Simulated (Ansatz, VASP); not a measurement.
# SnSe2 in VASP and in Ansatz

INCAR

```
SYSTEM = SnSe2
PREC = Accurate ; ENCUT = 520
EDIFF = 1E-6 ; ISMEAR = -5
SIGMA = 0.05 ; LREAL = .FALSE.
LASPH = .TRUE. ; NELM = 150
ALGO = Normal ; ISIF = 2
LWAVE = .FALSE. ; LCHARG = .FALSE.
ISPIN = 2 ; MAGMOM = 1 0 0
LORBIT = 11 ; NUPDOWN = 1.0
GGA = PS ; IVDW = 13
NBANDS = 24
```

Contents of KPOINTS:

```
Automatic mesh
0
G
  8 8 5
  0 0 0
```

Contents of POSCAR:

```
SnSe2
1.0
    3.8857444663      0.0000000000      0.0000000000
   -1.9428722331      3.3651534204      0.0000000000
    0.0000000000      0.0000000000      6.2563442784
Sn Se
1 2
Direct
    0.0000000000      0.0000000000      0.0000000000
    0.6666666667      0.3333333333      0.7510000000
    0.3333333333      0.6666666667      0.2490000000
```

File input.yaml:

```yaml
crystal:
  lattice:
    - [3.8857444663, 0.0, 0.0]
    - [-1.9428722331, 3.3651534204, 0.0]
    - [0.0, 0.0, 6.2563442784]
  atoms:
    - { symbol: Sn, position: [0.0, 0.0, 0.0], spin: 1.0 }
    - { symbol: Se, position: [0.6666666667, 0.3333333333, 0.751] }
    - { symbol: Se, position: [0.3333333333, 0.6666666667, 0.249] }
kpoints:
  mp_grid: { grid: [8, 8, 5] }
scf:
  occupations: { method: tetrahedron }
  lower_state_search: "off"
hamiltonian:
  xc: pbesol
  dispersion: d4
  pseudopotentials: { kind: all_electron, lapw: { basis_error: 0.0005 } }
magnetization:
  spin_polarized: true
  initial_magnetization: 1.0
  spin_locking: { lock_magnetization: hard }
output:
  forces: true
  stress: true
  eigenvalues: true
```

Change from the starting cell: volume scaled by 1.06.

Alike in both runs: task single point; functional PBEsol; dispersion D4; k mesh 8 × 8 × 5; occupations tetrahedron; collinear spin; fixed moment 1 μB.

```csv
,VASP,Ansatz
version,VASP 6.6.1,Ansatz 0.2.0
potentials or method,"VASP PAW PBE potentials, release 64 (Sn_d, Se), cutoff 520 eV","all-electron LAPW, scalar-relativistic"
```

VASP gave:

- pressure (GPa): 0.0
- traceless stress, the component that is largest in VASP (GPa): 1.06
- rms of the force components (eV/Å): 0.327
- size of the moment on the site where the two differ most (μB): 0.26

Q: Which values does Ansatz return?

A: Pressure (GPa): -0.1; traceless stress, the component that is largest in VASP (GPa): 1.07; rms of the force components (eV/Å): 0.319; size of the moment on the site where the two differ most (μB): 0.31.

VASP's potentials were made for PBE, not for PBEsol. Site moments also hang on the region over which each program counts them. Atom by atom the forces differ by 0.008 eV/Å (rms over components). Ansatz ran all-electron here, and VASP with PAW potentials.
